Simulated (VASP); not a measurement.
A run of VASP 6.6.1 is set up as follows.

INCAR

```
PREC = Accurate ; ENCUT = 600
EDIFF = 1E-7 ; ISMEAR = 0
SIGMA = 0.02 ; LREAL = False
LASPH = True ; NELM = 60
ALGO = Normal ; ISIF = 3
LWAVE = False ; LCHARG = False
GGA = PE ; IBRION = 2
NSW = 100 ; EDIFFG = -0.01
```

Contents of KPOINTS:

```
regular mesh
0
Gamma
  6 6 6
```

File POSCAR:

```
CaO
1.0
   -3.5185034900      3.5185034900      3.5185034900
    3.5185034900     -3.5185034900      3.5185034900
    3.5185034900      3.5185034900     -3.5185034900
Ca O
4 4
Direct
    0.3253069500      0.0000000000      0.0000000000
    0.6746930500      0.6746930500      0.6746930500
    0.0000000000      0.3253069500      0.0000000000
    0.0000000000      0.0000000000      0.3253069500
    0.0000000000      0.6746930500      0.0000000000
    0.3253069500      0.3253069500      0.3253069500
    0.6746930500      0.0000000000      0.0000000000
    0.0000000000      0.0000000000      0.6746930500
```

Potentials or basis: VASP PAW PBE potentials, release 64 (Ca_sv, O).

The run is started by

```sh
$ cat potpaw_PBE.64/Ca_sv/POTCAR potpaw_PBE.64/O/POTCAR > POTCAR
$ mpirun -np 1 vasp_std > vasp.out
```

Task: Estimate the band gap on the k mesh.

Result: 2.54 eV, indirect (least direct gap 2.74 eV).

Task: What does it give for the space group after relaxing (to 0.05 Å)?

Result: I-43m (No. 217).

Task: Estimate the relaxed volume.

Result: 22.84 Å³/atom.

Final structure:
```
Ca O
1.0
    -3.57468    3.57468    3.57468
     3.57468   -3.57468    3.57468
     3.57468    3.57468   -3.57468
Ca O
4 4
Direct
  0.32282 0.00000 0.00000
  0.67718 0.67718 0.67718
  0.00000 0.32282 0.00000
  0.00000 0.00000 0.32282
  0.00000 0.68240 0.00000
  0.31760 0.31760 0.31760
  0.68240 0.00000 0.00000
  0.00000 0.00000 0.68240
```

A k mesh can miss the band edges.
